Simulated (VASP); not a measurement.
A run of VASP 6.6.1:

File INCAR:

```
SYSTEM = Zn15S16
PREC = Accurate ; ENCUT = 520
EDIFF = 1E-6 ; ISMEAR = 0
SIGMA = 0.01 ; LREAL = Auto
LASPH = .True. ; NELM = 80
ALGO = Fast ; ISIF = 2
LWAVE = .False. ; LCHARG = .False.
GGA = PE ; NBANDS = 159
```

KPOINTS

```
Automatic mesh
0
Gamma
  2 2 2
  0.5 0.5 0.5
```

The input POSCAR:

```
Zn15S16
1.0
   -5.4423086076      5.4423086076     -5.4423086076
    5.4423086076     -5.4423086076     -5.4423086076
   -5.4423086076     -5.4423086076      5.4423086076
Zn S
15 16
Direct
    0.2514220057      0.2503616868      0.4960532890
    0.0005936143      0.2503490076      0.7506388619
    0.7469485852      0.0004619377      0.2508672085
    0.7456886873      0.2502638581      0.0013594780
    0.5010758369      0.0006165426      0.4969450897
    0.2546544014      0.0048554819      0.7548700431
    0.0006723703      0.7503681487      0.2507064666
    1.0046321437      1.0045147159      1.0041854350
    0.7496051889      0.7449220472      0.4995655946
    0.5006520296      0.7502819827      0.7506442611
    0.2503479759      0.4961948429      0.2500538793
    0.2551667096      0.7557078934      0.0050011107
   -0.0034138849      0.5000034234      0.5006366716
    0.7507473558      0.4999862053      0.7466725941
    0.5000908660      0.4956395046      0.0002855014
    0.5014186569      0.0003158650      0.2513017921
    0.2512147404      0.0007901436      0.5004450306
    0.0004438380     -0.0002394993      0.7503099893
    0.7500054437      0.7493723453      0.2502780254
    0.7504204854      0.0006899517      0.0010834761
    0.5003742307      0.7494908253      0.5000247182
    0.2508389981      0.7511365904      0.7511619448
   -0.0000941177      0.4999285385      0.2506869378
    0.0013182989      0.7511851975      0.0008920936
    0.7514187400      0.5003139912      0.5014461950
    0.5007562924      0.4998316815      0.7500138814
    0.2499368825      0.2503593230      0.2497456925
    0.2510517038      0.5009077311      0.0009212073
    0.0007220822      0.2503187428      0.5001575211
    0.7501993324      0.2503349048      0.7508009007
    0.4996394842      0.2502401161      0.0008289007
```

Potentials or basis: VASP PAW PBE potentials, release 64 (Zn, S).

Run with:

```bash
$ cat potpaw_PBE.64/Zn/POTCAR potpaw_PBE.64/S/POTCAR > POTCAR
$ mpirun -np 1 vasp_std > vasp.out
```

Hardware: 1 thread of Oxide Virtual Turin-like Processor, on a shared host.

Problem. Estimate the wall time of this run.

Solution. Run time: 23 min on 1 thread of Oxide Virtual Turin-like Processor, on a shared host, peak memory 0.82 GiB. Counts: scf iterations 22, k points 4.
